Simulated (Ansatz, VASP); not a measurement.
# One calculation of SnTe, two programs

```
CELL_PARAMETERS angstrom
0.00000 3.08525 3.08525
3.08525 0.00000 3.08525
3.08525 3.08525 0.00000
ATOMIC_POSITIONS crystal
Sn 0.00000 0.00000 0.00000
Te 0.25000 0.25000 0.25000
```

Change from the starting cell: volume scaled by 0.64, PAW files.

Alike in both runs: task single point; functional r2SCAN; k mesh 12 × 12 × 12; occupations fermi-dirac, width 0.1 eV; no spin polarisation.

```csv
,VASP,Ansatz
version,VASP 6.6.1,Ansatz 0.2.0
potentials or method,"VASP PAW PBE potentials, release 64 (Sn_d, Te)","PAW with Ansatz's default frozen-core files, scalar-relativistic"
plane-wave cutoff (eV),520,500
valence electrons in the cell,20,30
```

|  | VASP | Ansatz | Ansatz less VASP |
| --- | --- | --- | --- |
| pressure (GPa) | 26.5 | 26.5 | -0.05 |

VASP's potentials were made for PBE, not for r2SCAN. With one functional, cell and mesh, what is left measures potentials, basis and numerics. VASP's potentials hold 20 valence electrons a cell and Ansatz's 30, so a difference there can come from the potentials and not from the codes.

Neither program's run includes spin-orbit coupling.
